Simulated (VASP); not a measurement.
Cu, 1 atom in the cell. The structure is tetragonal, space group I4/mmm (No. 139). Conventional cell: a = 3.000 Å, b = 3.000 Å, c = 2.575 Å, α = 90.00°, β = 90.00°, γ = 90.00°. Cu (site symmetry 4/mmm) has 14 Cu at 2.48 to 3.00 Å within 3.3 Å. 

```yaml
Program: VASP 6.6.1
Task: single point
Functional: LDA
Potentials_or_basis: VASP PAW LDA potentials, release 64 (Cu)
Cutoff: 520 eV
k_mesh: 24 × 24 × 24
Occupations: gaussian, width 0.15 eV
Spin: no spin polarisation
Dipole_correction: no
Further_INCAR_settings: ALGO = Fast; EDIFF = 1e-06; NBANDS = 12
```

Potentials or basis: VASP PAW LDA potentials, release 64 (Cu).

The run is started by

```console
$ cat potpaw_LDA.64/Cu/POTCAR > POTCAR
$ mpirun -np 1 vasp_std > vasp.out
```

Hardware: 1 thread of AMD EPYC 9R45 96-Core Processor (Zen 5) (shared host).

Task: Estimate the wall time of this run.

Result: It took 59 s on 1 thread of AMD EPYC 9R45 96-Core Processor (Zen 5), with other jobs on the host, peak memory 0.21 GiB. Counts: scf iterations 13, k points 1063.
